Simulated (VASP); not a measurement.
## AlN: single point with PBE

The system is AlN.

```
Al N
1.0
     0.00000    2.27009    2.18488
     2.27009    0.00000    2.18488
     2.27009    2.27009    0.00000
Al N
1 1
Direct
  0.00000 0.00000 0.00000
  0.25000 0.25000 0.25000
```

This cell differs from its parent crystal: biaxial xy strain +3.9%.

| Quantity | Value |
| --- | --- |
| Program | VASP 6.6.1 |
| Task | single point |
| Functional | PBE |
| Potentials or basis | VASP PAW PBE potentials, release 64 (Al, N) |
| Cutoff | 520 eV |
| k mesh | 10 × 10 × 10 |
| Occupations | fermi-dirac, width 0.02 eV |
| Spin | no spin polarisation |

```
Pressure               : -9.7 GPa
Band gap on the k mesh : 3.08 eV, indirect (least direct gap 3.42 eV)
```

Stress tensor (GPa, compression positive):
```
-11.26   0.00   0.00
  0.00 -11.26   0.00
  0.00   0.00  -6.53
```

Levels at points of the mesh, in eV from the valence-band top:
| k point | band 1 | band 2 | band 3 | band 4 | band 5 | band 6 | band 7 | band 8 |
| --- | --- | --- | --- | --- | --- | --- | --- | --- |
| (0.00, 0.00, 0.00) | -14.64 | -0.15 | -0.15 | 0.00 | 3.42 | 11.68 | 11.73 | 11.73 |
| (0.50, 0.00, 0.00) | -12.82 | -5.63 | -0.71 | -0.43 | 6.54 | 9.25 | 10.24 | 10.95 |
| (0.50, 0.50, 0.00) | -12.16 | -4.54 | -1.98 | -1.98 | 3.08 | 7.65 | 13.27 | 14.49 |
| (0.50, 0.00, 0.50) | -12.30 | -4.89 | -1.69 | -1.68 | 3.23 | 8.24 | 12.63 | 14.26 |

Run time: 9.1 s on 1 thread of Intel(R) Xeon(R) Platinum 8488C (Sapphire Rapids), with other jobs on the host, peak memory 0.14 GiB.

Caveat: the cell differs from its parent crystal (biaxial xy strain +3.9%). A k mesh can miss the band edges.
